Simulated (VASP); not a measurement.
# Mo (Fmmm) in VASP: notebook

Mo is run at these levels: PBEsol; tasks: single point.

Program: VASP 6.6.1. These are calculated values, not measurements. Logs are shortened: lines on timing, memory, paths and dates and some standing lists are left out, and cuts for length are marked.

## (1) The cell of the first run

The structure is orthorhombic, space group Fmmm (No. 69). The conventional cell has a = 3.142 Å, b = 4.355 Å, c = 4.532 Å, α = 90.00°, β = 90.00°, γ = 90.00°. Mo (site symmetry mmm) has 14 Mo at 2.68 to 3.14 Å within 3.5 Å.

## (2) Single point, PBEsol (strain -0.0400 x Voigt [0, 0, 0, 0, 1, 0])

The input, INCAR:

```
ALGO = Fast
EDIFF = 1E-6
ENCUT = 520
GGA = PS
ISIF = 2
ISMEAR = 0
LASPH = T
LCHARG = T
LELF = T
LREAL = F
LVHAR = T
LWAVE = F
NBANDS = 13
NELM = 100
PREC = Accurate
SIGMA = 0.15
```

The input, KPOINTS:

```
k-points
0
Gamma
  22 22 22
```

The input, POSCAR:

```
Mo
1.0
   -1.6024200000      1.5710000000      1.6024200000
    1.5395800000     -1.5710000000      1.5395800000
    1.6024200000      1.5710000000     -1.6024200000
Mo
1
Direct
    0.0000000000      0.0000000000      0.0000000000
```

Potentials or basis: VASP PAW PBE potentials, release 64 (Mo_sv).

Command:

```console
cat potpaw_PBE.64/Mo_sv/POTCAR > POTCAR
mpirun -np 1 vasp_std > vasp.out
```

OUTCAR:

```text
EDIFF = 1E-6
   ENCUT = 520
   GGA = PS
   ISIF = 2
   ISMEAR = 0
   LASPH = T
   LREAL = F
   NELM = 100
   PREC = Accurate

 ion  position               nearest neighbor table
   1  0.000  0.000  0.000-

  LATTYP: Found a face centered orthorhombic cell.
 ALAT       =     3.1420000000
 B/A-ratio  =     1.3859292911
 C/A-ratio  =     1.4424978336

  Lattice vectors:

 A1 = (   3.1420000000,   0.0000000000,  -0.0628400000)
 A2 = (   1.6024200000,   1.5710000000,  -1.6024200000)
 A3 = (   1.5395800000,   1.5710000000,   1.5395800000)

Analysis of symmetry for initial positions (statically):
=====================================================================
 Subroutine PRICEL returns:
 Original cell was already a primitive cell.

 Routine SETGRP: Setting up the symmetry group for a
 face centered orthorhombic supercell.

 Subroutine GETGRP returns: Found  8 space group operations
 (whereof  8 operations were pure point group operations)
 out of a pool of  8 trial point group operations.

The static configuration has the point symmetry D_2h.

Analysis of symmetry for dynamics (positions and initial velocities):
=====================================================================
 Subroutine PRICEL returns:
 Original cell was already a primitive cell.

 Routine SETGRP: Setting up the symmetry group for a
 face centered orthorhombic supercell.

 Subroutine GETGRP returns: Found  8 space group operations
 (whereof  8 operations were pure point group operations)
 out of a pool of  8 trial point group operations.

The dynamic configuration has the point symmetry D_2h.

 Subroutine INISYM returns: Found  8 space group operations
 (whereof  8 operations are pure point group operations),
 and found     1 'primitive' translations

----------------------------------------------------------------------------------------

                                     Primitive cell

  volume of cell :      15.5030

  direct lattice vectors                    reciprocal lattice vectors
    -1.602420000  1.571000000  1.602420000     0.006367920  0.318268619  0.318395977
     1.539580000 -1.571000000  1.539580000     0.324763897  0.000000000  0.324763897
     1.602420000  1.571000000 -1.602420000     0.318395977  0.318268619  0.006367920

  length of vectors
     2.757451851  2.684893695  2.757451851     0.450234897  0.459285507  0.450234897

  position of ions in fractional coordinates (direct lattice)
     0.000000000  0.000000000  0.000000000

  ion indices of the primitive-cell ions
   primitive index   ion index
                 1           1

----------------------------------------------------------------------------------------

 KPOINTS: k-points

Automatic generation of k-mesh.
 Grid dimensions read from file:
 generate k-points for:   22   22   22

 Generating k-lattice:

  Cartesian coordinates                     Fractional coordinates (reciprocal lattice)
     0.000289451  0.014466755  0.014472544     0.045454545 -0.000000000  0.000000000
     0.014761995  0.000000000  0.014761995     0.000000000  0.045454545  0.000000000
     0.014472544  0.014466755  0.000289451     0.000000000 -0.000000000  0.045454545

  Length of vectors
     0.020465223  0.020876614  0.020465223

  Shift w.r.t. Gamma in fractional coordinates (k-lattice)
     0.000000000  0.000000000  0.000000000

 Subroutine IBZKPT returns following result:
 ===========================================

 Found   1530 irreducible k-points:

 Following reciprocal coordinates:
            Coordinates               Weight
  0.000000  0.000000  0.000000      1.000000
  0.045455  0.000000 -0.000000      8.000000
  0.090909  0.000000 -0.000000      8.000000
  0.136364  0.000000 -0.000000      8.000000
  0.181818  0.000000 -0.000000      8.000000
  0.227273  0.000000  0.000000      8.000000
[... 16 lines left out ...]
  0.454545  0.045455  0.000000      8.000000
  0.500000  0.045455 -0.000000      8.000000
 [... further k-points ...]
   k-points           NKPTS =   1530   k-points in BZ     NKDIM =   1530   number of bands    NBANDS=     13
   number of dos      NEDOS =    301   number of ions     NIONS =      1
   total plane-waves  NPLWV =  11520
   dimension x,y,z NGX =    24 NGY =   20 NGZ =   24
   dimension x,y,z NGXF=    48 NGYF=   40 NGZF=   48
   ions per type =               1
   NGX,Y,Z   is equivalent  to a cutoff of  14.47, 12.38, 14.47 a.u.
   NGXF,Y,Z  is equivalent  to a cutoff of  28.94, 24.77, 28.94 a.u.
 SYSTEM =  unknown system
   PREC   = accura    normal or accurate (medium, high low for compatibility)
   ISTART =      0    job   : 0-new  1-cont  2-samecut
   ICHARG =      2    charge: 1-file 2-atom 10-const
   ISPIN  =      1    spin polarized calculation?
   LNONCOLLINEAR =      F non collinear calculations
   LSORBIT =      F    spin-orbit coupling
   LASPH  =      T    aspherical Exc in radial PAW
   ENCUT  =  520.0 eV  38.22 Ry    6.18 a.u.   5.13  4.99  5.13*2*pi/ulx,y,z
   NELM   =    100;   NELMIN=  2; NELMDL= -5     # of ELM steps
   EDIFF  = 0.1E-05   stopping-criterion for ELM
   LREAL  =      F    real-space projection
   EDIFFG = 0.1E-04   stopping-criterion for IOM
   NSW    =      0    number of steps for IOM
   IBRION =     -1    ionic relax: 0-MD 1-quasi-New 2-CG
   NFREE  =      0    steps in history (QN), initial steepest desc. (CG)
   ISIF   =      2    stress and relaxation
   ISYM   =      2    0-nonsym 1-usesym 2-fastsym
   POTIM  = 0.5000    time-step for ionic-motion
   TEBEG  =    0.0;   TEEND  =   0.0 temperature during run
   PSTRESS=    0.0 pullay stress
   NELECT =      14.0000    total number of electrons
   NUPDOWN=      -1.0000    fix difference up-down
   EMIN   =  10.00;   EMAX   =-10.00  energy-range for DOS
   EFERMI =   0.00;   METHOD = LEGACY
   ISMEAR =     0;   SIGMA  =   0.15  broadening in eV -4-tet -1-fermi 0-gaus
   EFERMI_NEDOS =   21; number of points for ismear=-14 and -15
   IALGO  =     68    algorithm
   IMIX   =      4    mixing-type and parameters
     AMIX     =   0.40;   BMIX     =  1.00
     AMIX_MAG =   1.60;   BMIX_MAG =  1.00
  volume/ion in A,a.u.               =      15.50       104.62
  Fermi-wavevector in a.u.,A,eV,Ry     =   1.582387  2.990277 34.068269  2.503947
  Thomas-Fermi vector in A             =   2.682318
   LORBIT       =      0    0 simple, 1 ext, 2 COOP (PROOUT), +10 PAW based schemes
   GGA     = PS    functional components
   LHFCALC =     F    Hartree Fock is set to
   AEXX    =    0.0000 exact exchange contribution
   IVDW    =     0    specifies the selected vdW correction
   LEPSILON=     F    determine dielectric tensor
   LRPA    =     F    only Hartree local field effects (RPA)
 non-spin polarized calculation
 RMM-DIIS sequential band-by-band and
 Gauss-broadening in eV      SIGMA  =   0.15
  energy-cutoff  :      520.00
  volume of cell :       15.50
 maximum number of plane-waves:       434
 NGX is ok and might be reduce to    24
   NGX = 11   NGY =  9   NGZ = 11

 number of electron      13.9999999 magnetization

 Free energy of the ion-electron system (eV)
  ---------------------------------------------------
  ext. energy  EPLUGINS =         0.00000000
  ---------------------------------------------------
  free energy    TOTEN  =       -11.77158541 eV

  energy without entropy =      -11.76437366  energy(sigma->0) =      -11.76797953

 E-fermi :  12.5916     XC(G=0): -13.5742

 val. band max:       12.5904138811   @ k =   0.2727  -0.3636   0.2727
 cond. band min:      12.5917319974   @ k =  -0.3182   0.2727   0.3182
 fundamental gap:      0.0013181163
 Fermi energy:        12.5916047800

 k-point     1 :       0.0000    0.0000    0.0000
  band No.  band energies     occupation
      1     -48.5985      2.00000
      2     -21.9207      2.00000
      3     -21.8596      2.00000
      4     -21.8074      2.00000
      5       5.2876      2.00000
      6      10.8883      2.00000
      7      11.1728      2.00000
      8      11.5407      2.00000
      9      14.2688      0.00000
     10      14.3143      0.00000
     11      27.0733      0.00000
     12      27.4287      0.00000
     13      27.7760      0.00000

 k-point     2 :       0.0455    0.0000   -0.0000
  band No.  band energies     occupation
      1     -48.5930      2.00000
      2     -21.9339      2.00000
      3     -21.8765      2.00000
      4     -21.8190      2.00000
      5       5.3810      2.00000
      6      10.8928      2.00000
      7      11.1908      2.00000
      8      11.5450      2.00000
      9      14.1953      0.00000
     10      14.3058      0.00000
     11      27.2134      0.00000
     12      27.5649      0.00000
     13      27.9207      0.00000

 k-point     3 :       0.0909    0.0000   -0.0000
  band No.  band energies     occupation
      1     -48.5769      2.00000
      2     -21.9971      2.00000
      3     -21.9178      2.00000
      4     -21.8353      2.00000
      5       5.6521      2.00000
      6      10.8441      2.00000
      7      11.2063      2.00000
      8      11.6549      2.00000
      9      13.9990      0.00000
     10      14.3047      0.00000
     11      27.5254      0.00000
     12      27.9865      0.00000
     13      28.3482      0.00000

 k-point     4 :       0.1364    0.0000   -0.0000
  band No.  band energies     occupation
      1     -48.5515      2.00000
      2     -22.1306      2.00000
      3     -21.9623      2.00000
      4     -21.8456      2.00000
      5       6.0713      2.00000
      6      10.6926      2.00000
      7      11.1293      2.00000
      8      12.0062      2.00000
      9      13.7917      0.00000
     10      14.3156      0.00000
     11      27.8145      0.00000
     12      28.6630      0.00000
     13      28.9746      0.00000

 k-point     5 :       0.1818    0.0000   -0.0000
  band No.  band energies     occupation
      1     -48.5186      2.00000
      2     -22.3093      2.00000
      3     -22.0156      2.00000
      4     -21.8520      2.00000
      5       6.5800      2.00000
      6      10.4614      2.00000
      7      11.0072      2.00000
      8      12.5561      1.26239
      9      13.6780      0.00000
     10      14.3471      0.00000
     11      27.9186      0.00000
     12      29.2147      0.00000
     13      29.8175      0.00000
[... 257 lines left out ...]
 k-point    22 :       0.4091    0.0455   -0.0000
  band No.  band energies     occupation
      1     -48.3303      2.00000
      2     -23.2598      2.00000
      3     -22.3103      2.00000
      4     -21.8815      2.00000
      5       7.3426      2.00000
      6       9.2408      2.00000
      7      13.2572      0.00000
      8      14.3367      0.00000
      9      15.0114      0.00000
     10      17.1891      0.00000
     11      24.8385      0.00000
     12      25.0307      0.00000
     13      30.5614      0.00000

 k-point    23 :       0.4545    0.0455    0.0000
  band No.  band energies     occupation
      1     -48.3197      2.00000
      2     -23.3083      2.00000
      3     -22.3301      2.00000
      4     -21.8828      2.00000
      5       7.2726      2.00000
      6       9.1755      2.00000
      7      13.7314      0.00000
      8      14.2978      0.00000
      9      15.1686      0.00000
     10      17.5630      0.00000
     11      24.3847      0.00000
     12      24.7066      0.00000
     13      29.9595      0.00000

 k-point    24 :       0.5000    0.0455   -0.0000
  band No.  band energies     occupation
      1     -48.3204      2.00000
      2     -23.3028      2.00000
      3     -22.3321      2.00000
      4     -21.8835      2.00000
      5       7.2725      2.00000
      6       9.1763      2.00000
      7      13.7550      0.00000
      8      14.2884      0.00000
      9      15.1819      0.00000
     10      17.5203      0.00000
     11      24.3757      0.00000
     12      24.7079      0.00000
     13      29.9663      0.00000

 [... further k-points ...]

------------------------ aborting loop because EDIFF is reached ----------------------------------------

  FORCE on cell =-STRESS in cart. coord.  units (eV):
  Direction    XX          YY          ZZ          XY          YZ          ZX
  --------------------------------------------------------------------------------------
  -------------------------------------------------------------------------------------
  Total       -0.2328275     -0.2139766     -0.2328275      0.0000000     -0.0000000      0.3990033
  in kB      -24.0619037    -22.1137344    -24.0619037      0.0000000     -0.0000000     41.2355916
  external PRESSURE =     -23.4125140 kB  Pullay stress =       0.0000000 kB

 VOLUME and BASIS-vectors are now :
 -----------------------------------------------------------------------------
  energy-cutoff  :      520.00
  volume of cell :       15.50
      direct lattice vectors                 reciprocal lattice vectors
    -1.602420000  1.571000000  1.602420000     0.006367920  0.318268619  0.318395977
     1.539580000 -1.571000000  1.539580000     0.324763897  0.000000000  0.324763897
     1.602420000  1.571000000 -1.602420000     0.318395977  0.318268619  0.006367920

 POSITION                                       TOTAL-FORCE (eV/Angst)
 -----------------------------------------------------------------------------------
      0.00000      0.00000      0.00000        -0.000000      0.000000      0.000000
 -----------------------------------------------------------------------------------
    total drift:                                0.000000     -0.000000      0.000000

  FREE ENERGIE OF THE ION-ELECTRON SYSTEM (eV)
  ---------------------------------------------------
  free  energy   TOTEN  =       -11.7715854054 eV

  energy  without entropy=      -11.7643736589  energy(sigma->0) =      -11.76797953
```

Run time: 1.7 min. Hardware: 1 thread of Intel Xeon 6975P-C (Granite Rapids), shared host; peak memory 0.38 GiB.

What came out:

- Free energy: -11.7716 eV
- Pressure: -2.3 GPa
- Band gap on the k mesh: zero (bands 7 and 8 overlap by 5.00 eV)

Caveat: the cell differs from its parent crystal (strain -0.0400 x Voigt [0, 0, 0, 0, 1, 0]); the PAW data sets were made with another functional, which shifts forces and pressure a little.

[end of part 1 of 2]
